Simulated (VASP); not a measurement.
Here is a VASP 6.6.1 calculation.

The input INCAR:

```
SYSTEM = CdS
PREC = Accurate
ENCUT = 520
EDIFF = 1E-7
ISMEAR = 0
SIGMA = 0.02
LREAL = .False.
LASPH = .True.
NELM = 80
ALGO = Normal
ISIF = 2
LWAVE = .False.
LCHARG = .True.
GGA = PS
LELF = .True.
LVHAR = .True.
NBANDS = 26
```

Contents of KPOINTS:

```
Automatic mesh
0
Gamma
  9 9 4
  0 0 0
```

Contents of POSCAR:

```
CdS
1.0
    4.1347992034      0.0000000000      0.0000000000
   -2.0673996017      3.5808411497      0.0000000000
    0.0000000000      0.0000000000      6.7490000000
Cd S
2 2
Direct
    0.3333333333      0.6666666667      0.0000000000
    0.6615548376      0.3221180913      0.4880693436
    0.3333333333      0.6666666667      0.3850000000
    0.6666666667      0.3333333333      0.8850000000
```

Potentials or basis: VASP PAW PBE potentials, release 64 (Cd, S).

Launch:

```sh
$ cat potpaw_PBE.64/Cd/POTCAR potpaw_PBE.64/S/POTCAR > POTCAR
$ mpirun -np 1 vasp_std > vasp.out
```

Problem. Predict the largest force.

Solution. 0.671 eV/Å.

Problem. What does it give for the band gap on the k mesh?

Solution. 1.09 eV.

Problem. Estimate the pressure.

Solution. 0.0 GPa.

Stress tensor (GPa, compression positive):
```
 0.60  0.02 -0.01
 0.02  1.57  0.27
-0.01  0.27 -2.07
```

Caveat: the cell differs from its parent crystal (one atom moved); the PAW data sets were made with another functional, which shifts forces and pressure a little.
